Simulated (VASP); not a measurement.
# CaSe: single point with r2SCAN

The system is CaSe.

```
CELL_PARAMETERS angstrom
0.00000 3.34388 3.34388
3.34388 0.00000 3.34388
3.34388 3.34388 0.00000
ATOMIC_POSITIONS crystal
Ca 0.00000 0.00000 0.00000
Se 0.25000 0.25000 0.25000
```

This cell differs from its parent crystal: volume changed by +6%.

```
Program                : VASP 6.6.1
Task                   : single point
Functional             : r2SCAN
Potentials or basis    : VASP PAW PBE potentials, release 64 (Ca_sv, Se)
Cutoff                 : 520 eV
k mesh                 : 6 × 6 × 6
Occupations            : gaussian, width 0.01 eV
Spin                   : no spin polarisation
Dipole correction      : no
Further INCAR settings : ALGO = Normal; EDIFF = 1e-06; NBANDS = 15
```

```json
{
  "Pressure": "-1.7 GPa",
  "Band gap on the k mesh": "3.50 eV, indirect (least direct gap 3.57 eV)"
}
```

Levels at points of the mesh, in eV from the valence-band top:
```csv
k point,band 6,band 7,band 8,band 9,band 10,band 11
"(0.00, 0.00, 0.00)",-0.07,-0.07,-0.07,3.50,5.80,5.80
"(0.50, 0.00, 0.00)",-1.16,-0.01,-0.01,5.46,5.91,5.91
"(0.50, 0.50, 0.00)",-1.16,-0.06,-0.06,3.88,5.41,6.49
```

Wall time 96 s on 1 thread of AMD EPYC 7R43 64-Core Processor (Zen 3), with other jobs on the host, peak memory 0.18 GiB.

Caveat: the PAW data sets were made with another functional, which shifts forces and pressure a little. A k mesh can miss the band edges.
